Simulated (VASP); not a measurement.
Runs of VASP 6.6.1 on TiCo3. The structure is that of space group Pm-3m (No. 221), or close to it. The cells are those of the table. 

```csv
fixed moment (μB),cell,pressure (GPa),moment (μB)
3.04,"a = 3.736 Å, 4 atoms",(a),3.04
7.6,"a = 3.453 Å, 4 atoms",(b),7.60
2.28,"a = 3.453 Å, 4 atoms",21.0,2.28
4.56,"a = 3.453 Å, 4 atoms",32.9,4.56
3.8,"a = 3.528 Å, 4 atoms",9.3,3.80
```

Alike in all rows: task single point; level PBEsol; potentials or basis VASP PAW PBE potentials, release 64 (Ti_sv, Co); spin collinear, ferromagnetic start; k mesh 12 × 12 × 12; cutoff (eV) 520; smearing gaussian 0.15 eV.

Question: Fill in the values left out.

Answer: (a) -23.3; (b) 55.3.

Caveats: the PAW data sets were made with another functional, which shifts forces and pressure a little; the total moment is fixed, so each spin has its own Fermi level and the state may be an excited one; the cell stands under pressure (at least some runs); the cell stands under tension (at least some runs).
